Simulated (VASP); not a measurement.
# Sr2AlBiO6 (Fm-3m) in VASP: single point with PBE

Aim: the single point of Sr2AlBiO6 with PBE.

Everything below comes from runs of VASP 6.6.1. Logs are shortened: lines on timing, memory, paths and dates and some standing lists are left out, and cuts for length are marked.

### 1 The cell of the first run

It takes space group Fm-3m (No. 225, cubic). Conventional cell: a = 8.064 Å, b = 8.064 Å, c = 8.064 Å, α = 90.00°, β = 90.00°, γ = 90.00°. Within 3.8 Å of Sr (site symmetry -43m) lie 12 O at 2.85 Å and 4 Al at 3.49 Å and 4 Bi at 3.49 Å. Within 2.6 Å of Al (site symmetry m-3m) lie 6 O at 1.92 Å. Within 2.8 Å of Bi (site symmetry m-3m) lie 6 O at 2.11 Å. O (site symmetry 4mm) has 1 Al at 1.92 Å and 1 Bi at 2.11 Å within 2.6 Å.

### 2 Single point, PBE

File INCAR:

```
SYSTEM = Sr2AlBiO6
  ALGO = Normal
  EDIFF = 1E-6
  ENCUT = 910
  GGA = PE
  GGA_COMPAT = .FALSE.
  ISIF = 2
  ISMEAR = 0
  LASPH = .TRUE.
  LCHARG = .FALSE.
  LREAL = .FALSE.
  LWAVE = .FALSE.
  NBANDS = 48
  NELM = 120
  PREC = Accurate
  SIGMA = 0.05
```

File KPOINTS:

```
k-points
0
G
  6 6 6
  0 0 0
```

File POSCAR:

```
Sr2AlBiO6
1.0
    0.0000000000      4.0318060600      4.0318060600
    4.0318060600      0.0000000000      4.0318060600
    4.0318060600      4.0318060600      0.0000000000
Sr Al Bi O
2 1 1 6
Direct
    0.2500000000      0.2500000000      0.2500000000
    0.7500000000      0.7500000000      0.7500000000
    0.0000000000      0.0000000000      0.0000000000
    0.5000000000      0.5000000000      0.5000000000
    0.7613502300      0.2386497700      0.2386497700
    0.2386497700      0.7613502300      0.7613502300
    0.2386497700      0.7613502300      0.2386497700
    0.7613502300      0.2386497700      0.7613502300
    0.2386497700      0.2386497700      0.7613502300
    0.7613502300      0.7613502300      0.2386497700
```

Potentials or basis: VASP PAW PBE potentials, release 64 (Sr_sv, Al, Bi_d, O_h).

On the command line:

```bash
cat potpaw_PBE.64/Sr_sv/POTCAR potpaw_PBE.64/Al/POTCAR potpaw_PBE.64/Bi_d/POTCAR potpaw_PBE.64/O_h/POTCAR > POTCAR
mpirun -np 1 vasp_std > vasp.out
```

OUTCAR:

```text
SYSTEM = Sr2AlBiO6
   EDIFF = 1E-6
   ENCUT = 910
   GGA = PE
   ISIF = 2
   ISMEAR = 0
   LASPH = .TRUE.
   LREAL = .FALSE.
   NELM = 120
   PREC = Accurate

 ion  position               nearest neighbor table
   1  0.250  0.250  0.250-   5 2.85   8 2.85  10 2.85   6 2.85   7 2.85  10 2.85   6 2.85   8 2.85
                             9 2.85   5 2.85   7 2.85   9 2.85   3 3.49   3 3.49   3 3.49   4 3.49
   2  0.750  0.750  0.750-   6 2.85   8 2.85  10 2.85   5 2.85   7 2.85  10 2.85   5 2.85   8 2.85
                             9 2.85   6 2.85   7 2.85   9 2.85   4 3.49   4 3.49   3 3.49   4 3.49
   3  0.000  0.000  0.000-   5 1.92   6 1.92   7 1.92   8 1.92   9 1.92  10 1.92   2 3.49   2 3.49
                             2 3.49   1 3.49   1 3.49   1 3.49   2 3.49   1 3.49
   4  0.500  0.500  0.500-   5 2.11   6 2.11   7 2.11   8 2.11   9 2.11  10 2.11   1 3.49   1 3.49
                             1 3.49   2 3.49   2 3.49   2 3.49   2 3.49   1 3.49
   5  0.761  0.239  0.239-   3 1.92   4 2.11   1 2.85   2 2.85   2 2.85   1 2.85
   6  0.239  0.761  0.761-   3 1.92   4 2.11   2 2.85   2 2.85   1 2.85   1 2.85
   7  0.239  0.761  0.239-   3 1.92   4 2.11   1 2.85   2 2.85   2 2.85   1 2.85
   8  0.761  0.239  0.761-   3 1.92   4 2.11   2 2.85   2 2.85   1 2.85   1 2.85
   9  0.239  0.239  0.761-   3 1.92   4 2.11   1 2.85   2 2.85   2 2.85   1 2.85
  10  0.761  0.761  0.239-   3 1.92   4 2.11   2 2.85   2 2.85   1 2.85   1 2.85

  LATTYP: Found a face centered cubic cell.
 ALAT       =     8.0636121200

  Lattice vectors:

 A1 = (   0.0000000000,   4.0318060600,   4.0318060600)
 A2 = (   4.0318060600,   0.0000000000,   4.0318060600)
 A3 = (   4.0318060600,   4.0318060600,   0.0000000000)

Analysis of symmetry for initial positions (statically):
=====================================================================
 Subroutine PRICEL returns:
 Original cell was already a primitive cell.

 Routine SETGRP: Setting up the symmetry group for a
 face centered cubic supercell.

 Subroutine GETGRP returns: Found 48 space group operations
 (whereof 48 operations were pure point group operations)
 out of a pool of 48 trial point group operations.

The static configuration has the point symmetry O_h .

Analysis of symmetry for dynamics (positions and initial velocities):
=====================================================================
 Subroutine PRICEL returns:
 Original cell was already a primitive cell.

 Routine SETGRP: Setting up the symmetry group for a
 face centered cubic supercell.

 Subroutine GETGRP returns: Found 48 space group operations
 (whereof 48 operations were pure point group operations)
 out of a pool of 48 trial point group operations.

The dynamic configuration has the point symmetry O_h .

 Subroutine INISYM returns: Found 48 space group operations
 (whereof 48 operations are pure point group operations),
 and found     1 'primitive' translations

----------------------------------------------------------------------------------------

                                     Primitive cell

  volume of cell :     131.0777

  direct lattice vectors                    reciprocal lattice vectors
     0.000000000  4.031806060  4.031806060    -0.124013902  0.124013902  0.124013902
     4.031806060  0.000000000  4.031806060     0.124013902 -0.124013902  0.124013902
     4.031806060  4.031806060  0.000000000     0.124013902  0.124013902 -0.124013902

  length of vectors
     5.701834811  5.701834811  5.701834811     0.214798378  0.214798378  0.214798378

  position of ions in fractional coordinates (direct lattice)
     0.250000000  0.250000000  0.250000000
     0.750000000  0.750000000  0.750000000
     0.000000000  0.000000000  0.000000000
     0.500000000  0.500000000  0.500000000
     0.761350230  0.238649770  0.238649770
     0.238649770  0.761350230  0.761350230
     0.238649770  0.761350230  0.238649770
     0.761350230  0.238649770  0.761350230
     0.238649770  0.238649770  0.761350230
     0.761350230  0.761350230  0.238649770

  ion indices of the primitive-cell ions
   primitive index   ion index
                 1           1
                 2           2
                 3           3
                 4           4
                 5           5
                 6           6
                 7           7
                 8           8
                 9           9
                10          10

----------------------------------------------------------------------------------------

 KPOINTS: k-points

Automatic generation of k-mesh.
 Grid dimensions read from file:
 generate k-points for:    6    6    6

 Generating k-lattice:

  Cartesian coordinates                     Fractional coordinates (reciprocal lattice)
    -0.020668984  0.020668984  0.020668984     0.166666667  0.000000000  0.000000000
     0.020668984 -0.020668984  0.020668984     0.000000000  0.166666667  0.000000000
     0.020668984  0.020668984 -0.020668984     0.000000000  0.000000000  0.166666667

  Length of vectors
     0.035799730  0.035799730  0.035799730

  Shift w.r.t. Gamma in fractional coordinates (k-lattice)
     0.000000000  0.000000000  0.000000000

 Subroutine IBZKPT returns following result:
 ===========================================

 Found     16 irreducible k-points:

 Following reciprocal coordinates:
            Coordinates               Weight
  0.000000  0.000000  0.000000      1.000000
  0.166667  0.000000  0.000000      8.000000
  0.333333  0.000000  0.000000      8.000000
  0.500000  0.000000  0.000000      4.000000
  0.166667  0.166667  0.000000      6.000000
  0.333333  0.166667  0.000000     24.000000
[... 8 lines left out ...]
 -0.333333  0.333333  0.166667     24.000000
 -0.333333  0.500000  0.166667     12.000000
   k-points           NKPTS =     16   k-points in BZ     NKDIM =     16   number of bands    NBANDS=     48
   number of dos      NEDOS =    301   number of ions     NIONS =     10
   total plane-waves  NPLWV = 175616
   dimension x,y,z NGX =    56 NGY =   56 NGZ =   56
   dimension x,y,z NGXF=   112 NGYF=  112 NGZF=  112
   ions per type =               2   1   1   6
   NGX,Y,Z   is equivalent  to a cutoff of  16.33, 16.33, 16.33 a.u.
   NGXF,Y,Z  is equivalent  to a cutoff of  32.66, 32.66, 32.66 a.u.
 SYSTEM =  Sr2AlBiO6
   PREC   = accura    normal or accurate (medium, high low for compatibility)
   ISTART =      0    job   : 0-new  1-cont  2-samecut
   ICHARG =      2    charge: 1-file 2-atom 10-const
   ISPIN  =      1    spin polarized calculation?
   LNONCOLLINEAR =      F non collinear calculations
   LSORBIT =      F    spin-orbit coupling
   LASPH  =      T    aspherical Exc in radial PAW
   ENCUT  =  910.0 eV  66.88 Ry    8.18 a.u.  14.02 14.02 14.02*2*pi/ulx,y,z
   NELM   =    120;   NELMIN=  2; NELMDL= -5     # of ELM steps
   EDIFF  = 0.1E-05   stopping-criterion for ELM
   LREAL  =      F    real-space projection
   EDIFFG = 0.1E-04   stopping-criterion for IOM
   NSW    =      0    number of steps for IOM
   IBRION =     -1    ionic relax: 0-MD 1-quasi-New 2-CG
   NFREE  =      0    steps in history (QN), initial steepest desc. (CG)
   ISIF   =      2    stress and relaxation
   ISYM   =      2    0-nonsym 1-usesym 2-fastsym
   POTIM  = 0.5000    time-step for ionic-motion
   TEBEG  =    0.0;   TEEND  =   0.0 temperature during run
   PSTRESS=    0.0 pullay stress
   NELECT =      74.0000    total number of electrons
   NUPDOWN=      -1.0000    fix difference up-down
   EMIN   =  10.00;   EMAX   =-10.00  energy-range for DOS
   EFERMI =   0.00;   METHOD = LEGACY
   ISMEAR =     0;   SIGMA  =   0.05  broadening in eV -4-tet -1-fermi 0-gaus
   EFERMI_NEDOS =   21; number of points for ismear=-14 and -15
   IALGO  =     38    algorithm
   IMIX   =      4    mixing-type and parameters
     AMIX     =   0.40;   BMIX     =  1.00
     AMIX_MAG =   1.60;   BMIX_MAG =  1.00
  volume/ion in A,a.u.               =      13.11        88.46
  Fermi-wavevector in a.u.,A,eV,Ry     =   1.353035  2.556866 24.908245  1.830704
  Thomas-Fermi vector in A             =   2.480324
   LORBIT       =      0    0 simple, 1 ext, 2 COOP (PROOUT), +10 PAW based schemes
   GGA     = PE    functional components
   LHFCALC =     F    Hartree Fock is set to
   AEXX    =    0.0000 exact exchange contribution
   IVDW    =     0    specifies the selected vdW correction
   LEPSILON=     F    determine dielectric tensor
   LRPA    =     F    only Hartree local field effects (RPA)
 non-spin polarized calculation
 Gauss-broadening in eV      SIGMA  =   0.05
  energy-cutoff  :      910.00
  volume of cell :      131.08
 maximum number of plane-waves:      8216
   NGX = 29   NGY = 29   NGZ = 29

 number of electron      73.9999997 magnetization

 Free energy of the ion-electron system (eV)
  ---------------------------------------------------
  ext. energy  EPLUGINS =         0.00000000
  ---------------------------------------------------
  free energy    TOTEN  =       -62.87572092 eV

  energy without entropy =      -62.87516226  energy(sigma->0) =      -62.87544159

 E-fermi :   4.5882     XC(G=0): -10.8369

 val. band max:        4.5560886559   @ k =   0.0000   0.0000   0.0000
 cond. band min:       5.1458051964   @ k =   0.1667   0.0000   0.0000
 fundamental gap:      0.5897165405
 Fermi energy:         4.5882489167

 k-point     1 :       0.0000    0.0000    0.0000
  band No.  band energies     occupation
      1     -28.5210      2.00000
      2     -28.4819      2.00000
      3     -17.9343      2.00000
      4     -17.9343      2.00000
      5     -17.5106      2.00000
      6     -17.5106      2.00000
[... 40 lines left out ...]
     47      11.7037      0.00000
     48      13.6892      0.00000
[... 763 lines left out ...]
     47      12.9621      0.00000
     48      12.9849      0.00000

------------------------ aborting loop because EDIFF is reached ----------------------------------------

  FORCE on cell =-STRESS in cart. coord.  units (eV):
  Direction    XX          YY          ZZ          XY          YZ          ZX
  --------------------------------------------------------------------------------------
  -------------------------------------------------------------------------------------
  Total       -1.0530607     -1.0530607     -1.0530607      0.0000000      0.0000000     -0.0000000
  in kB      -12.8716760    -12.8716760    -12.8716760      0.0000000      0.0000000     -0.0000000
  external PRESSURE =     -12.8716760 kB  Pullay stress =       0.0000000 kB

 VOLUME and BASIS-vectors are now :
 -----------------------------------------------------------------------------
  energy-cutoff  :      910.00
  volume of cell :      131.08
      direct lattice vectors                 reciprocal lattice vectors
     0.000000000  4.031806060  4.031806060    -0.124013902  0.124013902  0.124013902
     4.031806060  0.000000000  4.031806060     0.124013902 -0.124013902  0.124013902
     4.031806060  4.031806060  0.000000000     0.124013902  0.124013902 -0.124013902

 POSITION                                       TOTAL-FORCE (eV/Angst)
 -----------------------------------------------------------------------------------
      2.01590      2.01590      2.01590         0.000000      0.000000      0.000000
      6.04771      6.04771      6.04771         0.000000     -0.000000     -0.000000
      0.00000      0.00000      0.00000         0.000000      0.000000     -0.000000
      4.03181      4.03181      4.03181         0.000000     -0.000000      0.000000
      1.92438      4.03181      4.03181         0.188960      0.000000      0.000000
      6.13923      4.03181      4.03181        -0.188960      0.000000      0.000000
      4.03181      1.92438      4.03181         0.000000      0.188960      0.000000
      4.03181      6.13923      4.03181         0.000000     -0.188960      0.000000
      4.03181      4.03181      1.92438         0.000000      0.000000      0.188960
      4.03181      4.03181      6.13923         0.000000      0.000000     -0.188960
 -----------------------------------------------------------------------------------
    total drift:                                0.000000      0.000000      0.000000

  FREE ENERGIE OF THE ION-ELECTRON SYSTEM (eV)
  ---------------------------------------------------
  free  energy   TOTEN  =       -62.8757209193 eV

  energy  without entropy=      -62.8751622556  energy(sigma->0) =      -62.87544159
```

Wall time 5.3 min (1 thread of AMD EPYC 7R43 (Zen 3), shared host); peak memory 0.53 GiB.

What came out:

```yaml
Free_energy: -62.8757 eV
Pressure: -1.3 GPa
Largest_force: 0.189 eV/Å
Band_gap_on_the_k_mesh: zero (filled and empty bands touch)
```

Forces on the atoms (eV/Å):
```
Sr   0.000  0.000  0.000
Sr   0.000  0.000  0.000
Al   0.000  0.000  0.000
Bi   0.000  0.000  0.000
O    0.189  0.000  0.000
O   -0.189  0.000  0.000
O    0.000  0.189  0.000
O    0.000 -0.189  0.000
O    0.000  0.000  0.189
O    0.000  0.000 -0.189
```

Levels at points of the mesh, in eV from the Fermi level:
```csv
k point,band 35,band 36,band 37,band 38,band 39,band 40
"(0.00, 0.00, 0.00)",-0.22,-0.03,-0.03,-0.03,5.20,5.20
"(0.50, 0.00, 0.00)",-0.63,-0.63,-0.56,1.86,5.83,6.46
"(0.50, 0.50, 0.00)",-1.21,-1.21,-0.11,2.37,6.73,6.87
```

Caveat: the cutoff is under 1.25 times the usual one of these potentials, so pressure, stress and relaxed cells hold a basis-set (Pulay) error; spin-orbit coupling is left out, which moves the levels of the heavy elements.
